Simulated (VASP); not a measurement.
# PtSeS4 (P-6m2) in VASP: further runs

Runs on PtSeS4. Level: PBE. Tasks: single point, relaxation of cell and atoms.

Program: VASP 6.6.1. These are calculated values, not measurements. Logs are shortened: lines on timing, memory, paths and dates and some standing lists are left out, and cuts for length are marked.

### Step 1. The cell of the first run

Symmetry: P-6m2, No. 187, hexagonal system. The conventional cell has a = 6.561 Å, b = 6.561 Å, c = 3.173 Å, α = 90.00°, β = 90.00°, γ = 120.00°. Pt (site symmetry -6m2) has 6 S at 2.42 Å and 2 Pt at 3.17 Å within 3.2 Å. Within 4.2 Å of Se (site symmetry -6m2) lie 2 Se at 3.17 Å and 15 S at 3.64 to 3.79 Å and 3 Pt at 3.79 Å. S (site symmetry -6m2) has 8 S at 2.52 to 3.17 Å within 3.3 Å. S (site symmetry mm2) has 2 Pt at 2.42 Å and 6 S at 2.52 to 3.17 Å within 3.2 Å.

The cell was built from a structure type or drawn by symmetry, and may not be a known phase.

### Step 2. Single point, PBE

Contents of INCAR:

```
SYSTEM = PtSeS4
PREC = Accurate
ENCUT = 520
EDIFF = 1E-7
ISMEAR = 0
SIGMA = 0.1
LREAL = .FALSE.
LASPH = .TRUE.
NELM = 80
ALGO = Normal
ISIF = 2
LWAVE = .FALSE.
LCHARG = .FALSE.
GGA = PE
NBANDS = 29
```

Contents of KPOINTS:

```
Automatic mesh
0
G
  6 6 12
  0 0 0
```

Contents of POSCAR:

```
PtSeS4
1.0
    6.5606265860      0.0000000000      0.0000000000
   -3.2803132930      5.6816692882      0.0000000000
    0.0000000000      0.0000000000      3.1734211344
Pt Se S
1 1 4
Direct
    0.3333333333      0.6666666667      0.0000000000
    0.0000000000      0.0000000000      0.0000000000
    0.6666666667      0.3333333333      0.0000000000
    0.4942751359      0.9885502718      0.5000000000
    0.0114497282      0.5057248641      0.5000000000
    0.4942751359      0.5057248641      0.5000000000
```

Potentials or basis: VASP PAW PBE potentials, release 64 (Pt, Se, S).

Command:

```bash
$ cat potpaw_PBE.64/Pt/POTCAR potpaw_PBE.64/Se/POTCAR potpaw_PBE.64/S/POTCAR > POTCAR
$ mpirun -np 1 vasp_std > vasp.out
```

OUTCAR:

```text
SYSTEM = PtSeS4
   PREC = Accurate
   ENCUT = 520
   EDIFF = 1E-7
   ISMEAR = 0
   LREAL = .FALSE.
   LASPH = .TRUE.
   NELM = 80
   ISIF = 2
   GGA = PE

 ion  position               nearest neighbor table
   1  0.333  0.667  0.000-   4 2.42   4 2.42   5 2.42   5 2.42   6 2.42   6 2.42
   2  0.000  0.000  0.000-
   3  0.667  0.333  0.000-   4 2.52   4 2.52   5 2.52   5 2.52   6 2.52   6 2.52
   4  0.494  0.989  0.500-   1 2.42   1 2.42   3 2.52   3 2.52
   5  0.011  0.506  0.500-   1 2.42   1 2.42   3 2.52   3 2.52
   6  0.494  0.506  0.500-   1 2.42   1 2.42   3 2.52   3 2.52

  LATTYP: Found a hexagonal cell.
 ALAT       =     6.5606265860
 C/A-ratio  =     0.4837070199

  Lattice vectors:

 A1 = (   6.5606265860,   0.0000000000,   0.0000000000)
 A2 = (  -3.2803132930,   5.6816692882,   0.0000000000)
 A3 = (   0.0000000000,   0.0000000000,   3.1734211344)

Analysis of symmetry for initial positions (statically):
=====================================================================
 Subroutine PRICEL returns:
 Original cell was already a primitive cell.

 Routine SETGRP: Setting up the symmetry group for a
 hexagonal supercell.

 Subroutine GETGRP returns: Found 12 space group operations
 (whereof 12 operations were pure point group operations)
 out of a pool of 24 trial point group operations.

The static configuration has the point symmetry D_3h.

Analysis of symmetry for dynamics (positions and initial velocities):
=====================================================================
 Subroutine PRICEL returns:
 Original cell was already a primitive cell.

 Routine SETGRP: Setting up the symmetry group for a
 hexagonal supercell.

 Subroutine GETGRP returns: Found 12 space group operations
 (whereof 12 operations were pure point group operations)
 out of a pool of 24 trial point group operations.

The dynamic configuration has the point symmetry D_3h.

 Subroutine INISYM returns: Found 12 space group operations
 (whereof 12 operations are pure point group operations),
 and found     1 'primitive' translations

----------------------------------------------------------------------------------------

                                     Primitive cell

  volume of cell :     118.2903

  direct lattice vectors                    reciprocal lattice vectors
[... 97 lines left out ...]
   EDIFFG = 0.1E-05   stopping-criterion for IOM
   NSW    =      0    number of steps for IOM
   IBRION =     -1    ionic relax: 0-MD 1-quasi-New 2-CG
   NFREE  =      0    steps in history (QN), initial steepest desc. (CG)
   ISIF   =      2    stress and relaxation
   ISYM   =      2    0-nonsym 1-usesym 2-fastsym
   POTIM  = 0.5000    time-step for ionic-motion
   TEBEG  =    0.0;   TEEND  =   0.0 temperature during run
   PSTRESS=    0.0 pullay stress
   NELECT =      40.0000    total number of electrons
   NUPDOWN=      -1.0000    fix difference up-down
   EMIN   =  10.00;   EMAX   =-10.00  energy-range for DOS
   EFERMI =   0.00;   METHOD = LEGACY
   ISMEAR =     0;   SIGMA  =   0.10  broadening in eV -4-tet -1-fermi 0-gaus
   EFERMI_NEDOS =   21; number of points for ismear=-14 and -15
   IALGO  =     38    algorithm
   IMIX   =      4    mixing-type and parameters
     AMIX     =   0.40;   BMIX     =  1.00
     AMIX_MAG =   1.60;   BMIX_MAG =  1.00
  volume/ion in A,a.u.               =      19.72       133.04
  Fermi-wavevector in a.u.,A,eV,Ry     =   1.140543  2.155315 17.698994  1.300839
  Thomas-Fermi vector in A             =   2.277245
   LORBIT       =      0    0 simple, 1 ext, 2 COOP (PROOUT), +10 PAW based schemes
   GGA     = PE    functional components
   LHFCALC =     F    Hartree Fock is set to
   AEXX    =    0.0000 exact exchange contribution
   IVDW    =     0    specifies the selected vdW correction
   LEPSILON=     F    determine dielectric tensor
   LRPA    =     F    only Hartree local field effects (RPA)
 non-spin polarized calculation
 Gauss-broadening in eV      SIGMA  =   0.10
  energy-cutoff  :      520.00
  volume of cell :      118.29
 maximum number of plane-waves:      3234
 NGX is ok and might be reduce to    50
   NGX = 25   NGY = 25   NGZ = 11

 number of electron      40.0000004 magnetization

 Free energy of the ion-electron system (eV)
  ---------------------------------------------------
  ext. energy  EPLUGINS =         0.00000000
  ---------------------------------------------------
  free energy    TOTEN  =       -22.26387292 eV

  energy without entropy =      -22.23735714  energy(sigma->0) =      -22.25061503

 E-fermi :   5.1799     XC(G=0): -10.2643

 val. band max:        5.1633588262   @ k =   0.5000   0.0000   0.2500
 cond. band min:       5.1827674950   @ k =   0.1667   0.1667   0.3333
 fundamental gap:      0.0194086688
 Fermi energy:         5.1799274928

 k-point     1 :       0.0000    0.0000    0.0000
  band No.  band energies     occupation
      1     -10.8085      2.00000
      2      -7.9840      2.00000
      3      -7.9840      2.00000
      4      -7.2652      2.00000
      5      -6.7509      2.00000
      6      -0.5300      2.00000
[... 757 lines left out ...]
     28      13.2712      0.00000
     29      13.3361      0.00000

 [... further k-points ...]

------------------------ aborting loop because EDIFF is reached ----------------------------------------

  FORCE on cell =-STRESS in cart. coord.  units (eV):
  Direction    XX          YY          ZZ          XY          YZ          ZX
  --------------------------------------------------------------------------------------
  -------------------------------------------------------------------------------------
  Total       -0.1090288     -0.1090288     -0.1756943     -0.0000000      0.0000000     -0.0000000
  in kB       -1.4767358     -1.4767358     -2.3796843     -0.0000000      0.0000000     -0.0000000
  external PRESSURE =      -1.7777186 kB  Pullay stress =       0.0000000 kB

 VOLUME and BASIS-vectors are now :
 -----------------------------------------------------------------------------
  energy-cutoff  :      520.00
  volume of cell :      118.29
      direct lattice vectors                 reciprocal lattice vectors
     6.560626586  0.000000000  0.000000000     0.152424465  0.088002306  0.000000000
    -3.280313293  5.681669288  0.000000000     0.000000000  0.176004612  0.000000000
     0.000000000  0.000000000  3.173421134     0.000000000  0.000000000  0.315117332

 POSITION                                       TOTAL-FORCE (eV/Angst)
 -----------------------------------------------------------------------------------
     -0.00000      3.78778      0.00000        -0.000000      0.000000     -0.000000
      0.00000      0.00000      0.00000        -0.000000      0.000000     -0.000000
      3.28031      1.89389      0.00000        -0.000000      0.000000     -0.000000
     -0.00000      5.61662      1.58671         0.000000     -0.014491      0.000000
     -1.58382      2.87336      1.58671         0.012550      0.007246     -0.000000
      1.58382      2.87336      1.58671        -0.012550      0.007246     -0.000000
 -----------------------------------------------------------------------------------
    total drift:                               -0.000000      0.000000     -0.000000

  FREE ENERGIE OF THE ION-ELECTRON SYSTEM (eV)
  ---------------------------------------------------
  free  energy   TOTEN  =       -22.2638729152 eV

  energy  without entropy=      -22.2373571410  energy(sigma->0) =      -22.25061503
```

Run time: 1.7 min. Hardware: 1 thread of Intel Xeon 6975P-C (Granite Rapids), shared host; peak memory 0.33 GiB.

What came out:

| Quantity | Value |
| --- | --- |
| Free energy | -22.2639 eV |
| Pressure | -0.2 GPa |
| Largest force | 0.014 eV/Å |
| Band gap on the k mesh | zero (bands 20 and 21 overlap by 1.61 eV) |

Forces in eV/Å, atoms in the order of the input:
```
Pt   0.000  0.000  0.000
Se   0.000  0.000  0.000
S    0.000  0.000  0.000
S    0.000 -0.014  0.000
S    0.013  0.007  0.000
S   -0.013  0.007  0.000
```

Caveat: spin-orbit coupling is left out, which moves the levels of the heavy elements.

### Step 3. Relaxation of cell and atoms, PBE

This run uses another cell than the first one, of 19.55 Å³/atom.

Contents of INCAR:

```
ALGO = Normal
EDIFF = 1E-7
EDIFFG = -0.04
ENCUT = 600
GGA = PE
IBRION = 2
ISIF = 3
ISMEAR = 0
LASPH = True
LCHARG = False
LREAL = False
LWAVE = False
NELM = 60
NSW = 90
PREC = Accurate
SIGMA = 0.1
```

Contents of KPOINTS:

```
k-points
0
Gamma
  3 3 6
```

Contents of POSCAR:

```
PtSeS4
1.0
    6.5223898322      0.0000000000      0.0000000000
   -3.2611949161      5.6485552881      0.0000000000
    0.0000000000      0.0000000000      3.1838498802
Pt Se S
1 1 4
Direct
    0.3333333333      0.6666666667      0.0000000000
    0.0000000000      0.0000000000      0.0000000000
    0.6666666667      0.3333333333      0.0000000000
    0.4944508644      0.9889017287      0.5000000000
    0.0110982713      0.5055491356      0.5000000000
    0.4944508644      0.5055491356      0.5000000000
```

Potentials or basis: VASP PAW PBE potentials, release 64 (Pt, Se, S).

Command:

```bash
$ cat potpaw_PBE.64/Pt/POTCAR potpaw_PBE.64/Se/POTCAR potpaw_PBE.64/S/POTCAR > POTCAR
$ mpirun -np 1 vasp_std > vasp.out
```

Run time: 2.2 min. Hardware: 1 thread of Intel Xeon 6975P-C (Granite Rapids), shared host; peak memory 0.29 GiB.

Results (log left out):

```yaml
Free_energy: -22.2884 eV
Relaxed_volume: 19.59 Å³/atom
Relaxed_cell: a = 6.569 Å, b = 6.569 Å, c = 3.145 Å, α = 90.00°, β = 90.00°, γ = 120.00°
Space_group_after_relaxing_to_0.1_Å: P-6m2 (No. 187)
Energy_gained_by_relaxing: 0.9 meV/atom
Ionic_steps: 5
Pressure_after_relaxing: -0.1 GPa
Largest_force_after_relaxing: 0.012 eV/Å
Band_gap_on_the_k_mesh: zero (bands 20 and 21 overlap by 1.70 eV)
```

Forces in eV/Å, atoms in the order of the input:
```
Pt   0.000  0.000  0.000
Se   0.000  0.000  0.000
S    0.000  0.000  0.000
S    0.000  0.012  0.000
S   -0.010 -0.006  0.000
S    0.010 -0.006  0.000
```

Stress tensor (GPa, compression positive):
```
-0.11  0.00  0.00
 0.00 -0.11  0.00
 0.00  0.00 -0.03
```

The path:
| step | energy change (eV) | largest force (eV/Å) | pressure (GPa) | volume (Å³) |
| --- | --- | --- | --- | --- |
| 1 | 0.0000 | 0.0228 | -0.17 | 117.30 |
| 2 | -0.0028 | 0.0705 | 0.23 | 116.95 |
| 3 | -0.0031 | 0.0943 | 0.43 | 116.78 |
| 4 | -0.0049 | 0.0554 | 0.18 | 117.13 |
| 5 | -0.0054 | 0.0119 | -0.08 | 117.52 |

Final structure:
```
Pt Se S
1.0
     6.56899    0.00000    0.00000
    -3.28450    5.68892    0.00000
     0.00000    0.00000    3.14485
Pt Se S
1 1 4
Direct
  0.33333 0.66667 0.00000
  0.00000 0.00000 0.00000
  0.66667 0.33333 0.00000
  0.49524 0.99047 0.50000
  0.00953 0.50476 0.50000
  0.49524 0.50476 0.50000
```

Levels at points of the mesh, in eV from the Fermi level:
| k point | band 16 | band 17 | band 18 | band 19 | band 20 | band 21 | band 22 | band 23 | band 24 |
| --- | --- | --- | --- | --- | --- | --- | --- | --- | --- |
| (0.00, 0.00, 0.00) | -1.26 | -0.86 | 0.69 | 0.69 | 1.15 | 1.16 | 1.16 | 1.33 | 1.33 |
| (0.00, 0.00, 0.50) | -1.55 | -1.55 | -1.23 | -1.23 | -0.09 | 0.67 | 0.99 | 0.99 | 1.45 |

Caveat: the k points lie up to 0.37 Å⁻¹ apart in the final cell, too coarse for converged energies and pressures of a metal; spin-orbit coupling is left out, which moves the levels of the heavy elements.

### Step 4. Relaxation of cell and atoms, PBE

This run uses another cell than the first one, of 19.59 Å³/atom.

Contents of INCAR:

```
ALGO = Normal
EDIFF = 1E-6
EDIFFG = -0.01
ENCUT = 600
GGA = PE
IBRION = 2
ISIF = 3
ISMEAR = 0
LASPH = T
LCHARG = F
LREAL = F
LWAVE = F
NELM = 80
NSW = 100
PREC = Accurate
SIGMA = 0.1
```

Contents of KPOINTS:

```
k-points
0
Gamma
  6 6 12
```

Contents of POSCAR:

```
PtSeS4
1.0
    6.5670325944      0.0000000000      0.0000000000
   -3.2835162972      5.6872170542      0.0000000000
    0.0000000000      0.0000000000      3.1473169430
Pt Se S
1 1 4
Direct
    0.3333333333      0.6666666667      0.0000000000
    0.0000000000      0.0000000000      0.0000000000
    0.6666666667      0.3333333333      0.0000000000
    0.4952934507      0.9905869014      0.5000000000
    0.0094130986      0.5047065493      0.5000000000
    0.4952934507      0.5047065493      0.5000000000
```

Command:

```bash
$ cat potpaw_PBE.64/Pt/POTCAR potpaw_PBE.64/Se/POTCAR potpaw_PBE.64/S/POTCAR > POTCAR
$ mpirun -np 1 vasp_std > vasp.out
```

Run time: 6 min. Hardware: 1 thread of Intel Xeon 6975P-C (Granite Rapids), shared host; peak memory 0.39 GiB.

Results (log left out):

| Property | Result |
| --- | --- |
| Free energy | -22.2648 eV |
| Relaxed volume | 19.70 Å³/atom |
| Relaxed cell | a = 6.560 Å, b = 6.560 Å, c = 3.171 Å, α = 90.00°, β = 90.00°, γ = 120.00° |
| Space group after relaxing (to 0.1 Å) | P-6m2 (No. 187) |
| Energy gained by relaxing | 0.6 meV/atom |
| Ionic steps | 4 |
| Pressure after relaxing | 0.0 GPa |
| Largest force after relaxing | 0.007 eV/Å |
| Band gap on the k mesh | zero (bands 20 and 21 overlap by 1.62 eV) |

Forces on the atoms (eV/Å):
```
Pt   0.000  0.000  0.000
Se   0.000  0.000  0.000
S    0.000  0.000  0.000
S    0.000  0.007  0.000
S   -0.006 -0.004  0.000
S    0.006 -0.004  0.000
```

The path:
```csv
step,energy change (eV),largest force (eV/Å),pressure (GPa),volume (Å³)
1,0.0000,0.0885,0.32,117.55
2,-0.0023,0.0851,-0.16,118.22
3,-0.0025,0.0846,-0.32,118.42
4,-0.0036,0.0074,-0.02,118.18
```

Final structure:
```yaml
crystal:
  lattice:
    - [6.55988, 0.00000, 0.00000]
    - [-3.27994, 5.68102, 0.00000]
    - [0.00000, 0.00000, 3.17108]
  atoms:
    - { symbol: Pt, position: [0.33333, 0.66667, 0.00000] }
    - { symbol: Se, position: [0.00000, 0.00000, 0.00000] }
    - { symbol: S, position: [0.66667, 0.33333, 0.00000] }
    - { symbol: S, position: [0.49418, 0.98835, 0.50000] }
    - { symbol: S, position: [0.01165, 0.50582, 0.50000] }
    - { symbol: S, position: [0.49418, 0.50582, 0.50000] }
```

Levels at points of the mesh, in eV from the Fermi level:
```csv
k point,band 16,band 17,band 18,band 19,band 20,band 21,band 22,band 23,band 24
"(0.00, 0.00, 0.00)",-1.24,-0.84,0.68,0.68,1.05,1.13,1.13,1.30,1.30
"(0.50, 0.00, 0.00)",-1.39,-0.89,-0.83,-0.54,0.06,1.15,1.27,2.02,2.27
"(0.00, 0.00, 0.50)",-1.57,-1.57,-1.25,-1.25,-0.11,0.65,1.00,1.00,1.48
"(0.50, 0.00, 0.50)",-1.84,-1.68,-0.96,-0.68,-0.56,-0.32,0.08,0.44,1.80
```

Caveat: spin-orbit coupling is left out, which moves the levels of the heavy elements.

### Step 5. The runs side by side

```tsv
task	cell	k mesh	cutoff (eV)	gap on the mesh (eV)	pressure (GPa)	relaxed volume (Å³/atom)	largest force (eV/Å)
single point	a = 6.561, b = 6.561, c = 3.173 Å, angles 90.0, 90.0, 120.0°, 6 atoms	6 × 6 × 12	520	none	-0.2	-	0.01
relaxation of cell and atoms	relaxed from a = 6.522, b = 6.522, c = 3.184 Å, angles 90.0, 90.0, 120.0°, 6 atoms	3 × 3 × 6	600	none	-0.1	19.59	0.01
relaxation of cell and atoms	relaxed from a = 6.567, b = 6.567, c = 3.147 Å, angles 90.0, 90.0, 120.0°, 6 atoms	6 × 6 × 12	600	none	0.0	19.70	0.01
```

Alike in all rows: level PBE; potentials or basis VASP PAW PBE potentials, release 64 (Pt, Se, S); no spin polarisation; smearing gaussian 0.1 eV.

Caveats: some runs use coarse meshes; spin-orbit coupling is left out, which moves the levels of the heavy elements.

Absolute energies hang on the potentials; compare differences alone.
